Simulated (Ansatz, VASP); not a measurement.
## YSn3 in VASP and in Ansatz

```xyz
4
Lattice="4.6347 0.0000 0.0000 0.0000 4.6347 0.0000 0.0000 0.0000 4.6347" Properties=species:S:1:pos:R:3 pbc="T T T"
Y     0.0000    0.0000    0.0000
Sn    0.0000    2.3173    2.3173
Sn    2.3173    0.0000    2.3173
Sn    2.3173    2.3173    0.0000
```

Change from the starting cell: volume scaled by 0.98, crystal datasets.

Alike in both runs: task electric field gradients; functional PBEsol; k mesh 8 × 8 × 8; occupations fermi-dirac, width 0.05 eV; no spin polarisation.

|  | VASP | Ansatz |
| --- | --- | --- |
| version | VASP 6.6.1 | Ansatz 0.2.0 |
| potentials or method | VASP PAW PBE potentials, release 64 (Y_sv, Sn_d), cutoff 520 eV | all-electron PAW with datasets made for the crystal, scalar-relativistic |

|  | VASP | Ansatz | Ansatz less VASP |
| --- | --- | --- | --- |
| pressure (GPa) | 0.4 | 0.4 | +0.06 |
| size of Vzz on the site where it differs most (V/Å²) | 139.2 | 144.0 | +4.79 |

VASP's potentials were made for PBE, not for PBEsol. Ansatz ran all-electron here, and VASP with PAW potentials.
